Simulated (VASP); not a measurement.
Set up this calculation in VASP 6.6.1, as the native input.

```
Task                   : relaxation of cell and atoms
Functional             : PBE
Dispersion             : D4
Potentials or basis    : VASP PAW PBE potentials, release 64 (Ni)
Cutoff                 : 600 eV
k mesh                 : 13 × 13 × 13
Occupations            : fermi-dirac, width 0.02 eV
Spin                   : no spin polarisation
Hubbard terms          : Ni d U = 7.0 eV
Dipole correction      : no
Further INCAR settings : ALGO = Normal; EDIFF = 1e-07; IBRION = 2; EDIFFG = -0.01; NSW = 80; ISIF = 3
```

The structure of Ni lies in POSCAR:

```
Ni
1.0
   -1.3837154700      1.3837154700      1.3837154700
    1.3837154700     -1.3837154700      1.3837154700
    1.3837154700      1.3837154700     -1.3837154700
Ni
1
Direct
    0.0000000000      0.0000000000      0.0000000000
```

The input as run:

INCAR

```
SYSTEM = Ni
PREC     = Accurate       ! precision mode
ENCUT    = 600            ! plane-wave cutoff, eV
EDIFF    = 1E-7           ! SCF threshold, eV
ISMEAR   = -1             ! smearing method
SIGMA    = 0.02           ! smearing width, eV
LREAL    = .FALSE.        ! projectors in reciprocal space
LASPH    = .TRUE.         ! aspherical terms in the spheres
NELM     = 150            ! most SCF steps
ALGO     = Normal         ! electronic algorithm
ISIF     = 3              ! what is computed and relaxed
LWAVE    = .FALSE.        ! write WAVECAR
LCHARG   = .FALSE.        ! write CHGCAR
LMAXMIX  = 4              ! l up to which the mixer works
LDAU     = .TRUE.         ! DFT+U
LDAUTYPE = 2            
LDAUL    = 2              ! shell
LDAUU    = 7              ! U, eV
LDAUJ    = 0            
LDAUPRINT= 1            
GGA      = PE             ! functional
IVDW     = 13             ! dispersion correction
IBRION   = 2              ! ionic algorithm
NSW      = 80             ! ionic steps
EDIFFG   = -0.01          ! ionic threshold
```

KPOINTS

```
Automatic mesh
0
G
  13 13 13
  0 0 0
```

Potentials or basis: VASP PAW PBE potentials, release 64 (Ni).

The run is started by

```sh
$ cat potpaw_PBE.64/Ni/POTCAR > POTCAR
$ mpirun -np 1 vasp_std > vasp.out
```

It gave:

- Relaxed volume: 9.35 Å³/atom
- Relaxed cell: a = 2.298 Å, b = 2.298 Å, c = 2.298 Å, α = 109.47°, β = 109.47°, γ = 109.47°
- Space group after relaxing (to 0.05 Å): Im-3m (No. 229)
- Energy gained by relaxing: 91.4 meV/atom
- Ionic steps: 3
- Pressure after relaxing: -0.2 GPa
- Band gap on the k mesh: zero (band 5 reaches 10.29 eV, above the bottom of band 6 at 8.42 eV)
- Dispersion energy per atom: -0.523 eV

Caveat: the run has no spin polarisation, though such a crystal can be magnetic; U without spin polarisation on a metal has little footing; pairwise dispersion overbinds metals, which lowers pressure and volume; the U is typed as a test and isn't derived for this compound.

It took 68 s on 1 thread of Intel Xeon 6975P-C, with other jobs on the host, peak memory 0.11 GiB.
